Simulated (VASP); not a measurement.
## GeS3: relaxation of cell and atoms with PBE

Crystal: GeS3.

```
Ge S
1.0
    -2.84083    2.84083    2.84083
     2.84083   -2.84083    2.84083
     2.84083    2.84083   -2.84083
Ge S
1 3
Direct
  0.00000 0.00000 0.00000
  0.00000 0.50000 0.50000
  0.50000 0.00000 0.50000
  0.50000 0.50000 0.00000
```

```
Program                : VASP 6.6.1
Task                   : relaxation of cell and atoms
Functional             : PBE
Potentials or basis    : VASP PAW PBE potentials, release 64 (Ge_d, S)
Cutoff                 : 600 eV
k mesh                 : 4 × 4 × 4
Occupations            : gaussian, width 0.1 eV
Spin                   : no spin polarisation
Dipole correction      : no
Further INCAR settings : ALGO = Normal; EDIFF = 1e-06; IBRION = 2; EDIFFG = -0.04; NSW = 90; ISIF = 3
```

```yaml
Relaxed_volume: 18.69 Å³/atom
Relaxed_cell: a = 4.597 Å, b = 4.597 Å, c = 4.597 Å, α = 109.47°, β = 109.47°, γ = 109.47°
Space_group_after_relaxing_to_0.05_Å: Im-3m (No. 229)
Energy_gained_by_relaxing: 127.3 meV/atom
Ionic_steps: 3
Pressure_after_relaxing: 0.1 GPa
Band_gap_on_the_k_mesh: zero (band 16 reaches 8.74 eV, above the bottom of band 17 at 4.12 eV)
```

The path:
| step | energy change (eV) | largest force (eV/Å) | pressure (GPa) | volume (Å³) |
| --- | --- | --- | --- | --- |
| 1 | 0.0000 | 0.0000 | -8.28 | 91.71 |
| 2 | -0.4993 | 0.0000 | -1.60 | 76.86 |
| 3 | -0.5093 | 0.0000 | 0.12 | 74.77 |

Final structure:
```
CELL_PARAMETERS angstrom
-2.65389 2.65389 2.65389
2.65389 -2.65389 2.65389
2.65389 2.65389 -2.65389
ATOMIC_POSITIONS crystal
Ge 0.00000 0.00000 0.00000
S 0.00000 0.50000 0.50000
S 0.50000 0.00000 0.50000
S 0.50000 0.50000 0.00000
```

Levels at points of the mesh, in eV from the Fermi level:
```csv
k point,band 12,band 13,band 14,band 15,band 16,band 17,band 18,band 19,band 20
"(0.00, 0.00, 0.00)",-5.74,-4.74,-4.74,-4.74,1.62,1.62,1.62,2.67,2.67
"(0.50, 0.00, 0.00)",-3.50,-2.84,-2.80,-2.69,-1.79,0.15,1.16,1.61,2.03
"(0.50, 0.50, 0.50)",-5.87,-3.30,-3.30,-3.30,2.18,2.18,2.18,6.03,6.03
```

Wall time 80 s on 1 thread of Intel Xeon 8259CL, with other jobs on the host, peak memory 0.25 GiB.

Caveat: the k points lie up to 0.42 Å⁻¹ apart in the final cell; the volume moved by over 15 % at a fixed basis, so the end points are rough.
